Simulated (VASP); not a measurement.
Set up this calculation in VASP 6.6.1, as the native input.

```yaml
Task: single point
Functional: PBE
Potentials_or_basis: VASP PAW PBE potentials, release 64 (C)
Cutoff: 520 eV
k_mesh: 1 × 1 × 1
Occupations: gaussian, width 0.1 eV
Spin: no spin polarisation
Dipole_correction: no
Further_INCAR_settings: ALGO = Normal; EDIFF = 1e-06; NBANDS = 16
```

The structure of C lies in POSCAR:

```
C
1.0
    1.2280479700     -2.1270618200      0.0000000000
    1.2280479700      2.1270618200      0.0000000000
    0.0000000000      0.0000000000      7.1732677600
C
4
Direct
    0.0833794600      0.9166205400      0.7531376000
    0.5833794600      0.4166205400      0.2468624000
    0.9166205400      0.0833794600      0.2468624000
    0.4166205400      0.5833794600      0.7531376000
```

These files were run (other wordings do the same):

INCAR

```
PREC = Accurate
ENCUT = 520
EDIFF = 1E-6
ISMEAR = 0
SIGMA = 0.1
LREAL = F
LASPH = T
NELM = 80
ALGO = Normal
ISIF = 2
LWAVE = F
LCHARG = F
GGA = PE
NBANDS = 16
```

KPOINTS

```
Automatic mesh
0
Gamma
  1 1 1
```

Potentials or basis: VASP PAW PBE potentials, release 64 (C).

Launch:

```console
$ cat potpaw_PBE.64/C/POTCAR > POTCAR
$ mpirun -np 1 vasp_gam > vasp.out
```

Results of the run:

```yaml
Pressure: 28.7 GPa
Largest_force: 0.046 eV/Å
Band_gap_on_the_k_mesh: 5.83 eV
```

Caveat: the k points lie up to 2.95 Å⁻¹ apart; this functional lacks dispersion, which binds the layers, so the pressure and a relaxed spacing across them are unreliable.

Run time: 5.3 s on 1 thread of Intel(R) Xeon(R) Platinum 8259CL CPU @ 2.50GHz (Skylake/Cascade Lake), with other jobs on the host, peak memory 0.12 GiB.
